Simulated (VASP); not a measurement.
A run of VASP 6.6.1:

The input INCAR:

```
PREC = Accurate
ENCUT = 600
EDIFF = 1E-6
ISMEAR = 0
SIGMA = 0.1
LREAL = False
LASPH = True
NELM = 80
ALGO = Normal
ISIF = 3
LWAVE = False
LCHARG = False
GGA = PE
IBRION = 2
NSW = 100
EDIFFG = -0.01
```

KPOINTS

```
regular mesh
0
Gamma
  16 16 8
```

Contents of POSCAR:

```
NaHgH2
1.0
    3.0599564300      0.0000000000      0.0000000000
    0.0000000000      3.0599564300      0.0000000000
    0.0000000000      0.0000000000      6.1199128500
Na Hg H
1 1 2
Direct
    0.0000000000      0.0000000000      0.5000000000
    0.0000000000      0.0000000000      0.0000000000
    0.5000000000      0.5000000000      0.2500000000
    0.5000000000      0.5000000000      0.7500000000
```

Potentials or basis: VASP PAW PBE potentials, release 64 (Na_pv, Hg, H).

The run is started by

```console
$ cat potpaw_PBE.64/Na_pv/POTCAR potpaw_PBE.64/Hg/POTCAR potpaw_PBE.64/H/POTCAR > POTCAR
$ mpirun -np 1 vasp_std > vasp.out
```

Hardware: 1 thread of Intel(R) Xeon(R) 6975P-C (Granite Rapids), on a shared host.

Estimate the wall time of this run.

It took 34 min on 1 thread of Intel(R) Xeon(R) 6975P-C (Granite Rapids), with other jobs on the host, peak memory 0.44 GiB. Counts: scf iterations 462, k points 225, ion steps 71.
